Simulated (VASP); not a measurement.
Input of a VASP 6.6.1 run:

File INCAR:

```
SYSTEM = YSn3Pd
PREC     = Accurate       ! precision mode
ENCUT    = 520            ! plane-wave cutoff, eV
EDIFF    = 1E-7           ! SCF threshold, eV
ISMEAR   = -1             ! smearing method
SIGMA    = 0.1            ! smearing width, eV
LREAL    = .FALSE.        ! projectors in reciprocal space
LASPH    = .TRUE.         ! aspherical terms in the spheres
NELM     = 150            ! most SCF steps
ALGO     = Normal         ! electronic algorithm
ISIF     = 2              ! what is computed and relaxed
LWAVE    = .FALSE.        ! write WAVECAR
LCHARG   = .FALSE.        ! write CHGCAR
ISPIN    = 2              ! spin polarisation
MAGMOM   = 0 0 0 0 0      ! initial moments
LORBIT   = 11             ! projections on sites
LMAXMIX  = 4              ! l up to which the mixer works
GGA      = PE             ! functional
NBANDS   = 44             ! bands
```

The input KPOINTS:

```
Automatic mesh
0
Gamma
  4 4 3
  0 0.5 0
```

POSCAR

```
YSn3Pd
1.0
    0.0234310000      4.7021280000      0.0270670000
    4.7302930000      0.0234310000     -0.0103690000
    2.3890170000      2.3310510000     -5.5730440000
Y Pd Sn
1 1 3
Direct
    0.9922530000      0.9765450000      0.0030470000
    0.6293130000      0.6524870000      0.7320650000
    0.7282690000      0.2200970000      0.5061180000
    0.2481760000      0.7104960000      0.5134180000
    0.4248280000      0.3992670000      0.1725510000
```

Potentials or basis: VASP PAW PBE potentials, release 64 (Y_sv, Pd, Sn_d).

Run with:

```console
$ cat potpaw_PBE.64/Y_sv/POTCAR potpaw_PBE.64/Pd/POTCAR potpaw_PBE.64/Sn_d/POTCAR > POTCAR
$ mpirun -np 1 vasp_std > vasp.out
```

Task: What does it give for the largest force?

Result: 1.586 eV/Å.

Task: Predict the pressure.

Result: 3.3 GPa.

Task: Predict the net moment.

Result: 0.00 μB per cell.

Forces on the atoms (eV/Å):
```
Y   -0.032  0.086 -0.224
Pd  -1.242  0.460  0.380
Sn   1.472  0.555  0.204
Sn   0.026 -0.600  0.273
Sn  -0.223 -0.501 -0.632
```

Caveat: the k points lie up to 0.38 Å⁻¹ apart; forces of over 1 eV/Å act on the atoms, so gaps and moduli don't describe the material at rest.
